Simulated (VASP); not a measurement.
# GaC3 (P1) in VASP: notebook, part 2 of 2

VASP 6.6.1. Earlier steps stand in the parts before.

## 6. Single point, PBE

This run uses another cell than the first one, of 8.66 Å³/atom, 0.995 times its volume.

INCAR reads:

```
SYSTEM = GaC3
PREC     = Accurate       ! precision mode
ENCUT    = 520            ! plane-wave cutoff, eV
EDIFF    = 1E-6           ! SCF threshold, eV
ISMEAR   = -1             ! smearing method
SIGMA    = 0.15           ! smearing width, eV
LREAL    = .FALSE.        ! projectors in reciprocal space
LASPH    = .TRUE.         ! aspherical terms in the spheres
NELM     = 80             ! most SCF steps
ALGO     = Normal         ! electronic algorithm
ISIF     = 2              ! what is computed and relaxed
LWAVE    = .FALSE.        ! write WAVECAR
LCHARG   = .FALSE.        ! write CHGCAR
GGA      = PE             ! functional
NBANDS   = 20             ! bands
```

KPOINTS reads:

```
regular mesh
0
G
  5 5 5
  0 0 0
```

POSCAR reads:

```
GaC3
1.0
    3.1920421270      0.0041231052      0.0384157595
    0.0041231052      3.3227934788     -0.0124990985
    0.0384157595     -0.0124990985      3.2681648312
Ga C
1 3
Direct
    0.9882600000      0.0068400000      0.0279200000
    0.0166200000      0.4955100000      0.5081400000
    0.5025100000      0.9911900000      0.5325000000
    0.5101400000      0.4944500000      0.9800900000
```

Potentials or basis: VASP PAW PBE potentials, release 64 (Ga_d, C).

Command:

```sh
> cat potpaw_PBE.64/Ga_d/POTCAR potpaw_PBE.64/C/POTCAR > POTCAR
> mpirun -np 1 vasp_std > vasp.out
```

OUTCAR:

```text
SYSTEM = GaC3
   PREC = Accurate
   ENCUT = 520
   EDIFF = 1E-6
   ISMEAR = -1
   LREAL = .FALSE.
   LASPH = .TRUE.
   NELM = 80
   ISIF = 2
   GGA = PE

 ion  position               nearest neighbor table
   1  0.988  0.007  0.028-   4 2.23   3 2.24   2 2.25   3 2.27   3 2.28   4 2.30   2 2.32   4 2.33
                             3 2.36   2 2.36   4 2.38   2 2.39
   2  0.017  0.496  0.508-   1 2.25   1 2.32   1 2.36   1 2.39
   3  0.503  0.991  0.532-   1 2.24   1 2.27   1 2.28   1 2.36
   4  0.510  0.494  0.980-   1 2.23   1 2.30   1 2.33   1 2.38

  LATTYP: Found a triclinic cell.
[... 755 lines left out ...]
  --------------------------------------------------------------------------------------
  -------------------------------------------------------------------------------------
  Total        2.4942917      3.2060054      2.0232923     -0.0970967      0.0802748      0.1922981
  in kB      115.3055832    148.2065346     93.5323257     -4.4885638      3.7109249      8.8895135
  external PRESSURE =     119.0148145 kB  Pullay stress =       0.0000000 kB

 VOLUME and BASIS-vectors are now :
 -----------------------------------------------------------------------------
  energy-cutoff  :      520.00
  volume of cell :       34.66
      direct lattice vectors                 reciprocal lattice vectors
     3.192042127  0.004123105  0.038415760     0.313323936 -0.000402649 -0.003684517
     0.004123105  3.322793479 -0.012499098    -0.000402649  0.300956443  0.001155741
     0.038415760 -0.012499098  3.268164831    -0.003684517  0.001155741  0.306029849

 POSITION                                       TOTAL-FORCE (eV/Angst)
 -----------------------------------------------------------------------------------
      3.15567      0.02645      0.12913         0.073178     -0.112697      0.481971
      0.07462      1.64019      1.65513         0.530460      0.212084      0.446924
      1.62858      3.28894      1.74721        -0.483290     -0.235734      0.706877
      1.66808      1.63281      3.21651        -0.120348      0.136347     -1.635773
 -----------------------------------------------------------------------------------
    total drift:                                0.000241     -0.000033     -0.000098

  FREE ENERGIE OF THE ION-ELECTRON SYSTEM (eV)
  ---------------------------------------------------
  free  energy   TOTEN  =       -17.7846338581 eV

  energy  without entropy=      -17.6705518100  energy(sigma->0) =      -17.72759283
```

OSZICAR:

```text
N       E                     dE             d eps       ncg     rms          rms(c)
DAV:   1     0.143236503036E+03    0.14324E+03   -0.12144E+04  2808   0.196E+03
DAV:   2    -0.371137253648E+01   -0.14695E+03   -0.14053E+03  2832   0.400E+02
DAV:   3    -0.177694253091E+02   -0.14058E+02   -0.13483E+02  2952   0.901E+01
DAV:   4    -0.182020958110E+02   -0.43267E+00   -0.42954E+00  2772   0.150E+01
DAV:   5    -0.182107335359E+02   -0.86377E-02   -0.86322E-02  3308   0.206E+00    0.335E+00
DAV:   6    -0.178514250714E+02    0.35931E+00   -0.54517E-01  3728   0.227E+01    0.171E+00
DAV:   7    -0.177944531702E+02    0.56972E-01   -0.19090E-01  3844   0.516E+00    0.745E-01
DAV:   8    -0.177869290471E+02    0.75241E-02   -0.35857E-02  3156   0.124E+00    0.413E-01
DAV:   9    -0.177847035795E+02    0.22255E-02   -0.52863E-03  3320   0.949E-01    0.809E-02
DAV:  10    -0.177846333933E+02    0.70186E-04   -0.73489E-04  3356   0.581E-01    0.277E-02
DAV:  11    -0.177846318695E+02    0.15238E-05   -0.82227E-05  2932   0.603E-02    0.120E-02
DAV:  12    -0.177846330353E+02   -0.11658E-05   -0.10663E-05  3252   0.261E-02    0.599E-03
DAV:  13    -0.177846338581E+02   -0.82277E-06   -0.14021E-06  1764   0.141E-02
   1 F= -.17784634E+02 E0= -.17727593E+02  d E =-.114082E+00
```

stdout:

```text
POSCAR found type information on POSCAR GaC
 POSCAR found :  2 types and       4 ions
 scaLAPACK will be used
 LDA part: xc-table for (Slater+PW92), standard interpolation
 POSCAR, INCAR and KPOINTS ok, starting setup
 FFT: planning ... GRIDC
 FFT: planning ... GRID_SOFT
 FFT: planning ... GRID
 WAVECAR not read
 entering main loop
```

It took 26 s on 1 thread of Intel Xeon 6975P-C, shared host; peak memory 0.17 GiB.

Results:

```
Free energy   : -17.7846 eV
Pressure      : 11.9 GPa
Largest force : 1.646 eV/Å
```

Forces in eV/Å, atoms in the order of the input:
```
Ga   0.073 -0.113  0.482
C    0.530  0.212  0.447
C   -0.483 -0.236  0.707
C   -0.120  0.136 -1.636
```

Levels at points of the mesh, in eV from the Fermi level:
| k point | band 8 | band 9 | band 10 | band 11 | band 12 | band 13 | band 14 | band 15 | band 16 | band 17 |
| --- | --- | --- | --- | --- | --- | --- | --- | --- | --- | --- |
| (0.00, 0.00, 0.00) | -6.28 | -6.05 | -5.53 | -5.33 | -0.01 | 1.15 | 1.27 | 1.51 | 3.92 | 4.10 |

Caveat: the k points lie up to 0.39 Å⁻¹ apart; forces of over 1 eV/Å act on the atoms, so gaps and moduli don't describe the material at rest.

## 7. Summary

| cell | gap on the mesh (eV) | pressure (GPa) | largest force (eV/Å) |
| --- | --- | --- | --- |
| a = 3.198, b = 3.328, c = 3.274 Å, angles 90.4, 88.6, 89.9°, 4 atoms | none | 11.0 | 1.66 |
| a = 3.203, b = 3.334, c = 3.279 Å, angles 90.4, 88.6, 89.9°, 4 atoms | none | 10.0 | 1.62 |
| a = 3.192, b = 3.323, c = 3.268 Å, angles 90.4, 88.6, 89.9°, 4 atoms | none | 11.9 | 1.65 |

Some of these runs hold the atoms at other places in the same cell, which the table doesn't show; runs alike in all that it shows share one row.

Alike in all rows: task single point; level PBE; potentials or basis VASP PAW PBE potentials, release 64 (Ga_d, C); no spin polarisation; k mesh 5 × 5 × 5; cutoff (eV) 520; smearing fermi-dirac 0.15 eV.

Caveats: all runs use coarse meshes; forces of over 1 eV/Å act on the atoms, so gaps and moduli don't describe the material at rest.

Total energies depend on the potentials used, so only differences within one code and one set of settings carry meaning.
